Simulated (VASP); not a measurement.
Here is a VASP 6.6.1 calculation.

File INCAR:

```
ALGO = Normal
EDIFF = 1E-6
EDIFFG = -0.01
ENCUT = 600
GGA = PS
IBRION = 2
ISIF = 3
ISMEAR = -1
LASPH = True
LCHARG = False
LDAU = True
LDAUJ = 0 0
LDAUL = 2 -1
LDAUPRINT = 1
LDAUTYPE = 2
LDAUU = 8 0
LMAXMIX = 4
LREAL = False
LWAVE = False
NELM = 150
NSW = 60
PREC = Accurate
SIGMA = 0.05
```

File KPOINTS:

```
k-points
0
Gamma
  6 6 9
```

POSCAR

```
TiO2
1.0
    4.5998373239      0.0000000000      0.0000000000
    0.0000000000      4.5998373239      0.0000000000
    0.0000000000      0.0000000000      2.9592135600
Ti O
2 4
Direct
    0.0000000000      0.0000000000      0.5000000000
    0.5000000000      0.5000000000      0.0000000000
    0.3043213200      0.3043213200      0.5000000000
    0.1956786800      0.8043213200      0.0000000000
    0.8043213200      0.1956786800      0.0000000000
    0.6956786800      0.6956786800      0.5000000000
```

Potentials or basis: VASP PAW PBE potentials, release 64 (Ti_sv, O).

The run is started by

```sh
$ cat potpaw_PBE.64/Ti_sv/POTCAR potpaw_PBE.64/O/POTCAR > POTCAR
$ mpirun -np 1 vasp_std > vasp.out
```

(1) Estimate the space group after relaxing (to 0.1 Å).

(2) What does it give for the band gap on the k mesh?

(3) Estimate the relaxed volume.

Results:

(1) P4_2/mnm (No. 136).

(2) 2.76 eV (least direct gap 2.81 eV).

(3) 10.96 Å³/atom.

Caveat: the PAW data sets were made with another functional, which shifts forces and pressure a little; an odd mesh through Γ misses points on the zone boundary, where band edges can lie.
